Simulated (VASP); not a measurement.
# C (Fd-3m) in VASP: notebook

The runs below take C through single point, with LDA.

All numbers are computed with VASP 6.6.1; they aren't measurements. Logs are shortened: lines on timing, memory, paths and dates and some standing lists are left out, and cuts for length are marked.

### 1 The cell of the first run

It takes space group Fd-3m (No. 227, cubic). The conventional cell has a = 3.529 Å, b = 3.529 Å, c = 3.529 Å, α = 90.00°, β = 90.00°, γ = 90.00°. Within 2.0 Å of C (site symmetry -43m) lie 4 C at 1.53 Å.

### 2 Single point, LDA

INCAR reads:

```
  PREC = Accurate
  ENCUT = 520
  EDIFF = 1E-7
  ISMEAR = 0
  SIGMA = 0.01
  LREAL = False
  LASPH = True
  NELM = 100
  ALGO = Normal
  ISIF = 2
  LWAVE = False
  LCHARG = False
  NBANDS = 11
```

KPOINTS reads:

```
regular mesh
0
Gamma
  10 10 10
```

POSCAR reads:

```
C
1.0
    0.0000000000      1.7646522272      1.7646522272
    1.7646522272      0.0000000000      1.7646522272
    1.7646522272      1.7646522272      0.0000000000
C
2
Direct
    0.5000000000      0.5000000000      0.5000000000
    0.7500000000      0.7500000000      0.7500000000
```

Potentials or basis: VASP PAW LDA potentials, release 64 (C).

On the command line:

```console
$ cat potpaw_LDA.64/C/POTCAR > POTCAR
$ mpirun -np 1 vasp_std > vasp.out
```

OUTCAR:

```text
PREC = Accurate
   ENCUT = 520
   EDIFF = 1E-7
   ISMEAR = 0
   LREAL = False
   LASPH = True
   NELM = 100
   ISIF = 2

 ion  position               nearest neighbor table
   1  0.500  0.500  0.500-   2 1.53   2 1.53   2 1.53   2 1.53
   2  0.750  0.750  0.750-   1 1.53   1 1.53   1 1.53   1 1.53

  LATTYP: Found a face centered cubic cell.
 ALAT       =     3.5293044544

  Lattice vectors:

 A1 = (   0.0000000000,   1.7646522272,   1.7646522272)
 A2 = (   1.7646522272,   0.0000000000,   1.7646522272)
 A3 = (   1.7646522272,   1.7646522272,   0.0000000000)

Analysis of symmetry for initial positions (statically):
=====================================================================
 Subroutine PRICEL returns:
 Original cell was already a primitive cell.

 Routine SETGRP: Setting up the symmetry group for a
 face centered cubic supercell.

 Subroutine GETGRP returns: Found 48 space group operations
 (whereof 24 operations were pure point group operations)
 out of a pool of 48 trial point group operations.

The static configuration has the point symmetry T_d .
 The point group associated with its full space group is O_h .

Analysis of symmetry for dynamics (positions and initial velocities):
=====================================================================
 Subroutine PRICEL returns:
 Original cell was already a primitive cell.

 Routine SETGRP: Setting up the symmetry group for a
 face centered cubic supercell.

 Subroutine GETGRP returns: Found 48 space group operations
 (whereof 24 operations were pure point group operations)
 out of a pool of 48 trial point group operations.

The dynamic configuration has the point symmetry T_d .
 The point group associated with its full space group is O_h .

 Subroutine INISYM returns: Found 48 space group operations
 (whereof 24 operations are pure point group operations),
 and found     1 'primitive' translations

----------------------------------------------------------------------------------------

                                     Primitive cell

  volume of cell :      10.9902

  direct lattice vectors                    reciprocal lattice vectors
     0.000000000  1.764652227  1.764652227    -0.283341948  0.283341948  0.283341948
     1.764652227  0.000000000  1.764652227     0.283341948 -0.283341948  0.283341948
     1.764652227  1.764652227  0.000000000     0.283341948  0.283341948 -0.283341948

  length of vectors
     2.495595113  2.495595113  2.495595113     0.490762650  0.490762650  0.490762650

  position of ions in fractional coordinates (direct lattice)
[... 82 lines left out ...]
   NSW    =      0    number of steps for IOM
   IBRION =     -1    ionic relax: 0-MD 1-quasi-New 2-CG
   NFREE  =      0    steps in history (QN), initial steepest desc. (CG)
   ISIF   =      2    stress and relaxation
   ISYM   =      2    0-nonsym 1-usesym 2-fastsym
   POTIM  = 0.5000    time-step for ionic-motion
   TEBEG  =    0.0;   TEEND  =   0.0 temperature during run
   PSTRESS=    0.0 pullay stress
   NELECT =       8.0000    total number of electrons
   NUPDOWN=      -1.0000    fix difference up-down
   EMIN   =  10.00;   EMAX   =-10.00  energy-range for DOS
   EFERMI =   0.00;   METHOD = LEGACY
   ISMEAR =     0;   SIGMA  =   0.01  broadening in eV -4-tet -1-fermi 0-gaus
   EFERMI_NEDOS =   21; number of points for ismear=-14 and -15
   IALGO  =     38    algorithm
   IMIX   =      4    mixing-type and parameters
     AMIX     =   0.40;   BMIX     =  1.00
     AMIX_MAG =   1.60;   BMIX_MAG =  1.00
  volume/ion in A,a.u.               =       5.50        37.08
  Fermi-wavevector in a.u.,A,eV,Ry     =   1.472660  2.782923 29.507312  2.168726
  Thomas-Fermi vector in A             =   2.587647
   LORBIT       =      0    0 simple, 1 ext, 2 COOP (PROOUT), +10 PAW based schemes
   GGA     = CA    functional components
   LHFCALC =     F    Hartree Fock is set to
   AEXX    =    0.0000 exact exchange contribution
   IVDW    =     0    specifies the selected vdW correction
   LEPSILON=     F    determine dielectric tensor
   LRPA    =     F    only Hartree local field effects (RPA)
 non-spin polarized calculation
 Gauss-broadening in eV      SIGMA  =   0.01
  energy-cutoff  :      520.00
  volume of cell :       10.99
 maximum number of plane-waves:       307
   NGX =  9   NGY =  9   NGZ =  9

 number of electron       7.9999998 magnetization

 Free energy of the ion-electron system (eV)
  ---------------------------------------------------
  ext. energy  EPLUGINS =         0.00000000
  ---------------------------------------------------
  free energy    TOTEN  =       -20.24480054 eV

  energy without entropy =      -20.24480054  energy(sigma->0) =      -20.24480054

 E-fermi :  10.3735     XC(G=0): -13.6533

 val. band max:       10.1924755383   @ k =   0.0000   0.0000   0.0000
 cond. band min:      14.4005906796   @ k =   0.4000   0.4000   0.0000
 fundamental gap:      4.2081151413
 Fermi energy:        10.3735407930

 k-point     1 :       0.0000    0.0000    0.0000
  band No.  band energies     occupation
      1     -11.5527      2.00000
      2      10.1925      2.00000
      3      10.1925      2.00000
      4      10.1925      2.00000
      5      15.8242      0.00000
      6      15.8242      0.00000
      7      15.8242      0.00000
      8      24.4792      0.00000
      9      29.6162      0.00000
     10      37.1789      0.00000
     11      37.1789      0.00000
[... 309 lines left out ...]
 k-point    24 :       0.4000    0.3000    0.0000
  band No.  band energies     occupation
      1      -6.8604      2.00000
      2       2.1584      2.00000
      3       4.0427      2.00000
      4       4.6762      2.00000
      5      15.0379      0.00000
      6      18.2478      0.00000
      7      24.5102      0.00000
      8      24.6204      0.00000
      9      32.3947      0.00000
     10      33.2217      0.00000
     11      41.3686      0.00000

 [... further k-points ...]
[... 5 lines left out ...]
  --------------------------------------------------------------------------------------
  -------------------------------------------------------------------------------------
  Total        0.1785346      0.1785346      0.1785346      0.0000000      0.0000000     -0.0000000
  in kB       26.0270862     26.0270862     26.0270862      0.0000000      0.0000000     -0.0000000
  external PRESSURE =      26.0270862 kB  Pullay stress =       0.0000000 kB

 VOLUME and BASIS-vectors are now :
 -----------------------------------------------------------------------------
  energy-cutoff  :      520.00
  volume of cell :       10.99
      direct lattice vectors                 reciprocal lattice vectors
     0.000000000  1.764652227  1.764652227    -0.283341948  0.283341948  0.283341948
     1.764652227  0.000000000  1.764652227     0.283341948 -0.283341948  0.283341948
     1.764652227  1.764652227  0.000000000     0.283341948  0.283341948 -0.283341948

 POSITION                                       TOTAL-FORCE (eV/Angst)
 -----------------------------------------------------------------------------------
      1.76465      1.76465      1.76465        -0.000000     -0.000000     -0.000000
      2.64698      2.64698      2.64698         0.000000      0.000000      0.000000
 -----------------------------------------------------------------------------------
    total drift:                                0.000000     -0.000000      0.000000

  FREE ENERGIE OF THE ION-ELECTRON SYSTEM (eV)
  ---------------------------------------------------
  free  energy   TOTEN  =       -20.2448005421 eV

  energy  without entropy=      -20.2448005421  energy(sigma->0) =      -20.24480054
```

OSZICAR:

```text
N       E                     dE             d eps       ncg     rms          rms(c)
DAV:   1    -0.188075625571E+01   -0.18808E+01   -0.48499E+03  1090   0.704E+02
DAV:   2    -0.207875818283E+02   -0.18907E+02   -0.18464E+02  1387   0.127E+02
DAV:   3    -0.211176644337E+02   -0.33008E+00   -0.32942E+00  1214   0.127E+01
DAV:   4    -0.211182208001E+02   -0.55637E-03   -0.55636E-03  1120   0.668E-01
DAV:   5    -0.211182215038E+02   -0.70362E-06   -0.70362E-06  1169   0.223E-02    0.593E+00
DAV:   6    -0.204701618907E+02    0.64806E+00   -0.34700E-01  1073   0.411E+00    0.344E+00
DAV:   7    -0.202449069490E+02    0.22525E+00   -0.41107E-01  1115   0.448E+00    0.764E-01
DAV:   8    -0.202448150150E+02    0.91934E-04   -0.98922E-03  1070   0.824E-01    0.293E-02
DAV:   9    -0.202447989700E+02    0.16045E-04   -0.37746E-05  1193   0.476E-02    0.209E-02
DAV:  10    -0.202448006092E+02   -0.16392E-05   -0.21999E-06  1124   0.123E-02    0.496E-03
DAV:  11    -0.202448005421E+02    0.67086E-07   -0.91402E-08   871   0.230E-03
   1 F= -.20244801E+02 E0= -.20244801E+02  d E =-.701246-147
```

stdout:

```text
POSCAR found type information on POSCAR C
 POSCAR found :  1 types and       2 ions
 scaLAPACK will be used
 LDA part: xc-table for (Slater(with rela. corr.)+CA(PZ))
 , standard interpolation
 POSCAR, INCAR and KPOINTS ok, starting setup
 FFT: planning ... GRIDC
 FFT: planning ... GRID_SOFT
 FFT: planning ... GRID
 WAVECAR not read
 entering main loop
```

Wall time 7.1 s (1 thread of Intel Xeon Platinum 8259CL at 2.50GHz (Skylake/Cascade Lake), shared host); peak memory 0.11 GiB.

Results:

| Property | Result |
| --- | --- |
| Free energy | -20.2448 eV |
| Pressure | 2.6 GPa |
| Band gap on the k mesh | 4.21 eV, indirect (least direct gap 5.63 eV) |

Levels at points of the mesh, in eV from the valence-band top:
```
           k point  band 2  band 3  band 4  band 5  band 6  band 7
(0.00, 0.00, 0.00)    0.00    0.00    0.00    5.63    5.63    5.63
(0.50, 0.00, 0.00)  -13.71   -2.87   -2.87    8.52    8.52    9.45
(0.50, 0.50, 0.00)  -12.83   -6.48   -6.48    4.78    4.78   17.11
```

A k mesh can miss the band edges.

### 3 Single point, LDA

This run uses another cell than the first one, of 5.48 Å³/atom, 0.998 times its volume.

INCAR reads:

```
SYSTEM = C
PREC     = Accurate       ! precision mode
ENCUT    = 520            ! plane-wave cutoff, eV
EDIFF    = 1E-6           ! SCF threshold, eV
ISMEAR   = 0              ! smearing method
SIGMA    = 0.01           ! smearing width, eV
LREAL    = .FALSE.        ! projectors in reciprocal space
LASPH    = .TRUE.         ! aspherical terms in the spheres
NELM     = 100            ! most SCF steps
ALGO     = Normal         ! electronic algorithm
ISIF     = 2              ! what is computed and relaxed
LWAVE    = .FALSE.        ! write WAVECAR
LCHARG   = .FALSE.        ! write CHGCAR
GGA      = CA             ! functional
NBANDS   = 11             ! bands
```

KPOINTS reads:

```
regular mesh
0
G
  10 10 10
  0 0 0
```

POSCAR reads:

```
C
1.0
    0.0000000000      1.7634384256      1.7634384256
    1.7634384256      0.0000000000      1.7634384256
    1.7634384256      1.7634384256      0.0000000000
C
2
Direct
    0.5000000000      0.5000000000      0.5000000000
    0.7500000000      0.7500000000      0.7500000000
```

Potentials or basis: VASP PAW LDA potentials, release 64 (C).

On the command line:

```console
$ cat potpaw_LDA.64/C/POTCAR > POTCAR
$ mpirun -np 1 vasp_std > vasp.out
```

Run time: 5.7 s. Hardware: 1 thread of Intel Xeon Platinum 8259CL at 2.50GHz (Skylake/Cascade Lake), shared host; peak memory 0.11 GiB.

Results (log left out):

| Property | Result |
| --- | --- |
| Free energy | -20.2443 eV |
| Pressure | 3.6 GPa |
| Band gap on the k mesh | 4.21 eV, indirect (least direct gap 5.64 eV) |

Levels at points of the mesh, in eV from the valence-band top:
| k point | band 1 | band 2 | band 3 | band 4 | band 5 | band 6 | band 7 | band 8 |
| --- | --- | --- | --- | --- | --- | --- | --- | --- |
| (0.00, 0.00, 0.00) | -21.77 | 0.00 | 0.00 | 0.00 | 5.64 | 5.64 | 5.64 | 14.33 |
| (0.50, 0.00, 0.00) | -15.73 | -13.74 | -2.88 | -2.88 | 8.53 | 8.53 | 9.48 | 15.71 |
| (0.50, 0.50, 0.00) | -12.85 | -12.85 | -6.50 | -6.50 | 4.78 | 4.78 | 17.14 | 17.14 |

A k mesh can miss the band edges. As with any semilocal functional, this LDA gap is likely too small.

### 4 Single point, LDA

This run uses another cell than the first one, of 5.46 Å³/atom, 0.994 times its volume.

INCAR reads:

```
  ALGO = Normal
  EDIFF = 1E-7
  ENCUT = 520
  ISIF = 2
  ISMEAR = 0
  LASPH = T
  LCHARG = T
  LELF = T
  LREAL = F
  LVHAR = T
  LWAVE = F
  NBANDS = 11
  NELM = 60
  PREC = Accurate
  SIGMA = 0.01
```

KPOINTS reads:

```
k-points
0
Gamma
  10 10 10
```

POSCAR reads:

```
C
1.0
    0.0000000000      1.7609084281      1.7609084281
    1.7609084281      0.0000000000      1.7609084281
    1.7609084281      1.7609084281      0.0000000000
C
2
Direct
    0.5000000000      0.5000000000      0.5000000000
    0.7500000000      0.7500000000      0.7500000000
```

On the command line:

```console
$ cat potpaw_LDA.64/C/POTCAR > POTCAR
$ mpirun -np 1 vasp_std > vasp.out
```

It took 6.9 s on 1 thread of Intel Xeon Platinum 8259CL at 2.50GHz (Skylake/Cascade Lake), shared host; peak memory 0.11 GiB.

The run converged. Its results:

- Free energy: -20.2429 eV
- Pressure: 5.7 GPa
- Band gap on the k mesh: 4.22 eV, indirect (least direct gap 5.65 eV)

Levels at points of the mesh, in eV from the valence-band top:
```tsv
k point	band 1	band 2	band 3	band 4	band 5	band 6	band 7	band 8
(0.00, 0.00, 0.00)	-21.83	0.00	0.00	0.00	5.65	5.65	5.65	14.44
(0.50, 0.00, 0.00)	-15.77	-13.79	-2.89	-2.89	8.55	8.55	9.54	15.75
(0.50, 0.50, 0.00)	-12.88	-12.88	-6.52	-6.52	4.79	4.79	17.21	17.21
```

A k mesh can miss the band edges. A hybrid or GW would open this gap; LDA tends to underestimate it.

### 5 The runs side by side

| cell | gap on the mesh (eV) | pressure (GPa) |
| --- | --- | --- |
| a = 2.496 Å, angles 60.0°, 2 atoms | 4.21 | 2.6 |
| a = 2.494 Å, angles 60.0°, 2 atoms | 4.21 | 3.6 |
| a = 2.490 Å, angles 60.0°, 2 atoms | 4.22 | 5.7 |

Alike in all rows: task single point; level LDA; potentials or basis VASP PAW LDA potentials, release 64 (C); no spin polarisation; k mesh 10 × 10 × 10; cutoff (eV) 520; smearing gaussian 0.01 eV.

Total energies depend on the potentials used, so only differences within one code and one set of settings carry meaning.
